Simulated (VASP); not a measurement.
# Pd (Fm-3m) in VASP: settings compared, part 2 of 2

VASP 6.6.1. Earlier steps stand in the parts before.

## 4. Single point, r2SCAN+U

This run uses another cell than the first one, of 14.75 Å³/atom, 1.007 times its volume.

The input, POSCAR:

```
Pd
1.0
    0.0000000000      1.9465000000      1.9465000000
    1.9465000000      0.0000000000      1.9465000000
    1.9465000000      1.9465000000      0.0000000000
Pd
1
Direct
    0.0000000000      0.0000000000      0.0000000000
```

The input, INCAR.step1:

```
SYSTEM = Pd
  ALGO = Normal
  EDIFF = 1E-5
  ENCUT = 590
  GGA = PE
  GGA_COMPAT = .False.
  ISMEAR = -1
  LASPH = .True.
  LCHARG = .False.
  LDAU = .True.
  LDAUJ = 0
  LDAUL = 2
  LDAUTYPE = 2
  LDAUU = 5.3
  LMAXMIX = 4
  LREAL = .False.
  LWAVE = .True.
  NBANDS = 15
  NELM = 200
  PREC = Accurate
  SIGMA = 0.1
```

The input, INCAR.step2:

```
SYSTEM = Pd
  ALGO = Normal
  EDIFF = 1E-6
  ENCUT = 590
  GGA_COMPAT = .False.
  ISIF = 2
  ISMEAR = -1
  ISTART = 1
  LASPH = .True.
  LCHARG = .False.
  LDAU = .True.
  LDAUJ = 0
  LDAUL = 2
  LDAUPRINT = 1
  LDAUTYPE = 2
  LDAUU = 5.3
  LMAXMIX = 4
  LMIXTAU = .True.
  LREAL = .False.
  LWAVE = .False.
  METAGGA = R2SCAN
  NBANDS = 15
  NELM = 200
  PREC = Accurate
  SIGMA = 0.1
```

The input, KPOINTS:

```
k-points
0
Gamma
  12 12 12
  0 0 0
```

Potentials or basis: VASP PAW PBE potentials, release 64 (Pd_sv_GW).

Run with:

```console
cat potpaw_PBE.64/Pd_sv_GW/POTCAR > POTCAR
cp INCAR.step1 INCAR
mpirun -np 1 vasp_std > vasp.out
cp INCAR.step2 INCAR
mpirun -np 1 vasp_std > vasp.out
```

OUTCAR:

```text
SYSTEM = Pd
   EDIFF = 1E-6
   ENCUT = 590
   ISIF = 2
   ISMEAR = -1
   ISTART = 1
   LASPH = .True.
   LREAL = .False.
   METAGGA = R2SCAN
   NELM = 200
   PREC = Accurate

 ion  position               nearest neighbor table
   1  0.000  0.000  0.000-

  LATTYP: Found a face centered cubic cell.
 ALAT       =     3.8930000000

  Lattice vectors:

 A1 = (   0.0000000000,   1.9465000000,   1.9465000000)
 A2 = (   1.9465000000,   0.0000000000,   1.9465000000)
 A3 = (   1.9465000000,   1.9465000000,   0.0000000000)

Analysis of symmetry for initial positions (statically):
[... 33 lines left out ...]
                                     Primitive cell

  volume of cell :      14.7500

  direct lattice vectors                    reciprocal lattice vectors
     0.000000000  1.946500000  1.946500000    -0.256871307  0.256871307  0.256871307
     1.946500000  0.000000000  1.946500000     0.256871307 -0.256871307  0.256871307
     1.946500000  1.946500000  0.000000000     0.256871307  0.256871307 -0.256871307

  length of vectors
     2.752766699  2.752766699  2.752766699     0.444914156  0.444914156  0.444914156

  position of ions in fractional coordinates (direct lattice)
     0.000000000  0.000000000  0.000000000

  ion indices of the primitive-cell ions
   primitive index   ion index
                 1           1

----------------------------------------------------------------------------------------

 KPOINTS: k-points

Automatic generation of k-mesh.
 Grid dimensions read from file:
 generate k-points for:   12   12   12

 Generating k-lattice:

  Cartesian coordinates                     Fractional coordinates (reciprocal lattice)
[... 129 lines left out ...]
  o =  0.7387  v =  0.0000  0.0000  0.0000  0.0000  0.0000  0.0000  0.9997  0.0000  0.0254 -0.0000      0.0000  0.0000  0.0000  0.0000  0.0000  0.0000  0.0000  0.0000  0.0000  0.0000
  o =  0.8114  v =  0.0000  0.0000 -0.9877 -0.0000  0.1562  0.0000  0.0000  0.0000  0.0000  0.0000      0.0000  0.0000  0.0000  0.0000  0.0000  0.0000  0.0000  0.0000  0.0000  0.0000
  o =  0.8114  v =  0.0000  0.0000  0.0000  0.0000  0.0000  0.0000  0.0000 -0.9877 -0.0000  0.1562      0.0000  0.0000  0.0000  0.0000  0.0000  0.0000  0.0000  0.0000  0.0000  0.0000
  o =  0.8114  v =  0.0000  0.0000  0.0000  0.0000  0.0000  0.0000 -0.0000 -0.1562  0.0000 -0.9877      0.0000  0.0000  0.0000  0.0000  0.0000  0.0000  0.0000  0.0000  0.0000  0.0000
  o =  0.8114  v =  0.0000 -0.0000 -0.1562  0.0000 -0.9877  0.0000  0.0000  0.0000  0.0000  0.0000      0.0000  0.0000  0.0000  0.0000  0.0000  0.0000  0.0000  0.0000  0.0000  0.0000

 number of electron      17.9999994 magnetization

 Free energy of the ion-electron system (eV)
  ---------------------------------------------------
  ext. energy  EPLUGINS =         0.00000000
  ---------------------------------------------------
  free energy    TOTEN  =       -16.69572281 eV

  energy without entropy =      -16.64057235  energy(sigma->0) =      -16.66814758

 E-fermi :   7.5872     XC(G=0): -14.2297

 val. band max:        7.5850921528   @ k =   0.3333   0.2500   0.0000
 cond. band min:       7.6094881624   @ k =  -0.2500   0.4167   0.1667
 fundamental gap:      0.0243960096
 Fermi energy:         7.5872168953

 k-point     1 :       0.0000    0.0000    0.0000
  band No.  band energies     occupation
      1     -77.3753      2.00000
      2     -42.1070      2.00000
      3     -42.1070      2.00000
      4     -42.1070      2.00000
      5       1.2965      2.00000
      6       4.7493      2.00000
      7       4.7493      2.00000
      8       4.7493      2.00000
      9       5.9684      2.00000
     10       5.9684      2.00000
     11      26.0798      0.00000
     12      30.9743      0.00000
     13      30.9743      0.00000
     14      30.9743      0.00000
[... 401 lines left out ...]
      2     -42.5106      2.00000
      3     -42.2504      2.00000
      4     -42.1866      2.00000
      5       3.0647      2.00000
      6       4.0768      2.00000
      7       4.9940      2.00000
      8       5.8404      2.00000
      9       7.2551      1.93032
     10      12.0705      0.00000
     11      16.2173      0.00000
     12      24.7546      0.00000
     13      27.9391      0.00000
     14      29.0176      0.00000
     15      36.8826      0.00000

 [... further k-points ...]
[... 5 lines left out ...]
  --------------------------------------------------------------------------------------
  -------------------------------------------------------------------------------------
  Total        0.0778427      0.0778427      0.0778427     -0.0000000     -0.0000000      0.0000000
  in kB        8.4554160      8.4554160      8.4554160     -0.0000000     -0.0000000      0.0000000
  external PRESSURE =       8.4554160 kB  Pullay stress =       0.0000000 kB

 VOLUME and BASIS-vectors are now :
 -----------------------------------------------------------------------------
  energy-cutoff  :      590.00
  volume of cell :       14.75
      direct lattice vectors                 reciprocal lattice vectors
     0.000000000  1.946500000  1.946500000    -0.256871307  0.256871307  0.256871307
     1.946500000  0.000000000  1.946500000     0.256871307 -0.256871307  0.256871307
     1.946500000  1.946500000  0.000000000     0.256871307  0.256871307 -0.256871307

 POSITION                                       TOTAL-FORCE (eV/Angst)
 -----------------------------------------------------------------------------------
      0.00000      0.00000      0.00000         0.000000      0.000000      0.000000
 -----------------------------------------------------------------------------------
    total drift:                               -0.000000      0.000000      0.000000

  FREE ENERGIE OF THE ION-ELECTRON SYSTEM (eV)
  ---------------------------------------------------
  free  energy   TOTEN  =       -16.6957228127 eV

  energy  without entropy=      -16.6405723526  energy(sigma->0) =      -16.66814758
```

Wall time 43 s (1 thread of Intel Xeon 6975P-C (Granite Rapids), shared host); peak memory 0.17 GiB.

What came out:

```
Free energy            : -16.6957 eV
Pressure               : 0.8 GPa
Band gap on the k mesh : zero (band 9 reaches 7.93 eV, above the bottom of band 10 at 5.93 eV)
```

Eigenvalues of the final occupation matrices:
| site | spin | trace | eigenvalues |
| --- | --- | --- | --- |
| site 1 d | 1 | 3.84 | 0.74 0.74 0.74 0.81 0.81 |
| site 1 d | 2 | 3.84 | 0.74 0.74 0.74 0.81 0.81 |

Caveat: the PAW data sets were made with another functional, which shifts forces and pressure a little; U without spin polarisation on a metal has little footing; the U is typed as a test and isn't derived for this compound.

## 5. Single point, r2SCAN+rVV10

This run uses another cell than the first one, of 13.87 Å³/atom, 0.947 times its volume.

The input, POSCAR:

```
Pd
1.0
    0.0000000000      1.9067643606      1.9067643606
    1.9067643606      0.0000000000      1.9067643606
    1.9067643606      1.9067643606      0.0000000000
Pd
1
Direct
    0.0000000000      0.0000000000      0.0000000000
```

The input, INCAR.step1:

```
ALGO = Normal ; EDIFF = 1E-5
ENCUT = 590 ; GGA = PE
GGA_COMPAT = F ; ISMEAR = -1
LASPH = T ; LCHARG = F
LREAL = F ; LWAVE = T
NBANDS = 15 ; NELM = 120
PREC = Accurate ; SIGMA = 0.05
```

The input, INCAR.step2:

```
ALGO = Normal ; BPARAM = 11.95
CPARAM = 0.0093 ; EDIFF = 1E-6
ENCUT = 590 ; GGA_COMPAT = F
ISIF = 2 ; ISMEAR = -1
ISTART = 1 ; IVDW_NL = 2
LASPH = T ; LCHARG = F
LMIXTAU = T ; LREAL = F
LUSE_VDW = T ; LWAVE = F
METAGGA = R2SCAN ; NBANDS = 15
NELM = 120 ; PREC = Accurate
SIGMA = 0.05
```

The input, KPOINTS:

```
k-points
0
Gamma
  12 12 12
```

Potentials or basis: VASP PAW PBE potentials, release 64 (Pd_sv_GW).

Run with:

```console
cat potpaw_PBE.64/Pd_sv_GW/POTCAR > POTCAR
cp INCAR.step1 INCAR
mpirun -np 1 vasp_std > vasp.out
cp INCAR.step2 INCAR
mpirun -np 1 vasp_std > vasp.out
```

OUTCAR:

```text
BPARAM = 11.95
   EDIFF = 1E-6
   ENCUT = 590
   ISIF = 2
   ISMEAR = -1
   ISTART = 1
   IVDW_NL = 2
   LASPH = T
   LREAL = F
   METAGGA = R2SCAN
   NELM = 120
   PREC = Accurate

 ion  position               nearest neighbor table
   1  0.000  0.000  0.000-

  LATTYP: Found a face centered cubic cell.
 ALAT       =     3.8135287212

  Lattice vectors:

[... 612 lines left out ...]
     12      26.1824      0.00000
     13      29.2819      0.00000
     14      30.6459      0.00000
     15      38.7322      0.00000

 [... further k-points ...]

------------------------ aborting loop because EDIFF is reached ----------------------------------------

  FORCE on cell =-STRESS in cart. coord.  units (eV):
  Direction    XX          YY          ZZ          XY          YZ          ZX
  --------------------------------------------------------------------------------------
  -------------------------------------------------------------------------------------
  Total        1.0693169      1.0693169      1.0693169      0.0000000      0.0000000      0.0000000
  in kB      123.5651363    123.5651363    123.5651363      0.0000000      0.0000000      0.0000000
  external PRESSURE =     123.5651363 kB  Pullay stress =       0.0000000 kB

 VOLUME and BASIS-vectors are now :
 -----------------------------------------------------------------------------
  energy-cutoff  :      590.00
  volume of cell :       13.87
      direct lattice vectors                 reciprocal lattice vectors
     0.000000000  1.906764361  1.906764361    -0.262224326  0.262224326  0.262224326
     1.906764361  0.000000000  1.906764361     0.262224326 -0.262224326  0.262224326
     1.906764361  1.906764361  0.000000000     0.262224326  0.262224326 -0.262224326

 POSITION                                       TOTAL-FORCE (eV/Angst)
 -----------------------------------------------------------------------------------
      0.00000      0.00000      0.00000         0.000000      0.000000      0.000000
 -----------------------------------------------------------------------------------
    total drift:                               -0.000000     -0.000000     -0.000000

  FREE ENERGIE OF THE ION-ELECTRON SYSTEM (eV)
  ---------------------------------------------------
  free  energy   TOTEN  =       -21.0310838186 eV

  energy  without entropy=      -21.0139184045  energy(sigma->0) =      -21.02250111
```

It took 2.2 min on 1 thread of AMD EPYC 7R43 (Zen 3), shared host; peak memory 0.19 GiB.

What came out:

| Item | Value |
| --- | --- |
| Free energy | -21.0311 eV |
| Pressure | 12.4 GPa |
| Band gap on the k mesh | zero (band 9 reaches 9.57 eV, above the bottom of band 10 at 7.71 eV) |

Caveat: the PAW data sets were made with another functional, which shifts forces and pressure a little.

## 6. Overview

```tsv
level	U	cell	k mesh	smearing	gap on the mesh (eV)	pressure (GPa)
r2SCAN+D3(BJ)	-	a = 2.746 Å, angles 60.0°, 1 atom	12 × 12 × 12	fermi-dirac 0.05 eV	none	-1.3
r2SCAN	-	a = 2.753 Å, angles 60.0°, 1 atom	10 × 10 × 10	fermi-dirac 0.05 eV	none	0.7
r2SCAN+U	Pd d U = 5.3 eV	a = 2.753 Å, angles 60.0°, 1 atom	12 × 12 × 12	fermi-dirac 0.1 eV	none	0.8
r2SCAN+rVV10	-	a = 2.697 Å, angles 60.0°, 1 atom	12 × 12 × 12	fermi-dirac 0.05 eV	none	12.4
```

Alike in all rows: task single point; potentials or basis VASP PAW PBE potentials, release 64 (Pd_sv_GW); no spin polarisation; cutoff (eV) 590.

Caveats: the PAW data sets were made with another functional, which shifts forces and pressure a little; pairwise dispersion overbinds metals, which lowers pressure and volume (some runs); U without spin polarisation on a metal has little footing (some runs); the U is typed as a test and isn't derived for this compound (some runs).

Absolute energies hang on the potentials; compare differences alone.
